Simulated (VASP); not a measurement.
I:

```
I
1.0
     0.00000    2.27019    3.80544
     2.26210    0.00000    3.80544
     2.26210    2.27019    0.00000
I
1
Direct
  0.00000 0.00000 0.00000
```

* Program: VASP 6.6.1
* Task: relaxation of shape and atoms at fixed volume
* Functional: PBEsol
* Potentials or basis: VASP PAW PBE potentials, release 64 (I)
* Cutoff: 600 eV
* k mesh: 14 × 14 × 14
* Occupations: gaussian, width 0.1 eV
* Spin: no spin polarisation

At the start: pressure -0.9 GPa; volume 39.08 Å³/atom.

Question: Where does the relaxation end?

Answer: Over 3 steps the energy falls by 2.4 meV/atom; space group I4/mmm (No. 139, to 0.1 Å) before and after.

The path:
```
step  energy change (eV)  largest force (eV/Å)  pressure (GPa)  volume (Å³)
   1              0.0000                0.0000           -0.89        39.08
   2             -0.0019                0.0000           -0.52        39.08
   3             -0.0024                0.0000           -0.25        39.08
```

Final structure:
```
I
1.0
     0.00000    2.25146    3.86763
     2.24424    0.00000    3.86763
     2.24424    2.25146    0.00000
I
1
Direct
  0.00000 0.00000 0.00000
```

Caveat: the PAW data sets were made with another functional, which shifts forces and pressure a little; an odd number of electrons without spin polarisation forces a metal; a magnetic or distorted state may lie lower.
